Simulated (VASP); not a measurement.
A run of VASP 6.6.1:

File INCAR:

```
  ALGO = Normal
  EDIFF = 1E-6
  ENCUT = 520
  GGA = PE
  ISIF = 2
  ISMEAR = 0
  LASPH = T
  LCHARG = F
  LREAL = F
  LWAVE = F
  NBANDS = 12
  NELM = 100
  PREC = Accurate
  SIGMA = 0.01
```

KPOINTS

```
k-points
0
Gamma
  6 6 6
```

File POSCAR:

```
LiF
1.0
   -0.0428922109      2.1017183363      2.1017183363
    2.1017183363     -0.0428922109      2.1017183363
    2.1017183363      2.1017183363     -0.0428922109
Li F
1 1
Direct
   -0.0020425272     -0.0020425272     -0.0020425272
    0.2520425272      0.2520425272      0.2520425272
```

Potentials or basis: VASP PAW PBE potentials, release 64 (Li_sv, F).

Launch:

```bash
$ cat potpaw_PBE.64/Li_sv/POTCAR potpaw_PBE.64/F/POTCAR > POTCAR
$ mpirun -np 1 vasp_std > vasp.out
```

Hardware: 1 thread of AMD EPYC 7R13, with other jobs on the host.

Problem. How long does it take, and how much memory?

Solution. Wall time 16 s on 1 thread of AMD EPYC 7R13, with other jobs on the host, peak memory 0.1 GiB. Counts: scf iterations 13, k points 32.
